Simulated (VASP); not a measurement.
Set up this calculation in VASP 6.6.1, as the native input.

- Task: single point
- Functional: PBE
- Potentials or basis: VASP PAW PBE potentials, release 64 (Sr_sv, Cl)
- Cutoff: 500 eV
- k mesh: 4 × 4 × 4
- Occupations: gaussian, width 0.1 eV
- Spin: no spin polarisation
- Dipole correction: no
- Further INCAR settings: ALGO = Normal; EDIFF = 1e-06; NBANDS = 19

The structure of SrCl2 lies in POSCAR:

```
SrCl2
1.0
    0.0000000000      3.5196423567      3.5196423567
    3.5196423567      0.0000000000      3.5196423567
    3.5196423567      3.5196423567      0.0000000000
Sr Cl
1 2
Direct
    0.5000000000      0.5000000000      0.5000000000
    0.2500000000      0.2500000000      0.2500000000
    0.7500000000      0.7500000000      0.7500000000
```

The input as run:

INCAR

```
SYSTEM = SrCl2
  ALGO = Normal
  EDIFF = 1E-6
  ENCUT = 500
  GGA = PE
  GGA_COMPAT = .FALSE.
  ISIF = 2
  ISMEAR = 0
  LASPH = .TRUE.
  LCHARG = .FALSE.
  LREAL = .FALSE.
  LWAVE = .FALSE.
  NBANDS = 19
  NELM = 120
  PREC = Accurate
  SIGMA = 0.1
```

KPOINTS

```
k-points
0
G
  4 4 4
  0 0 0
```

Potentials or basis: VASP PAW PBE potentials, release 64 (Sr_sv, Cl).

The run is started by

```console
$ cat potpaw_PBE.64/Sr_sv/POTCAR potpaw_PBE.64/Cl/POTCAR > POTCAR
$ mpirun -np 1 vasp_std > vasp.out
```

Results of the run:

```json
{"Pressure": "0.1 GPa", "Band gap on the k mesh": "5.23 eV, indirect (least direct gap 5.51 eV)"}
```

Wall time 13 s on 1 thread of Intel(R) Xeon(R) Platinum 8259CL CPU @ 2.50GHz (Skylake/Cascade Lake), on a shared host, peak memory 0.2 GiB.
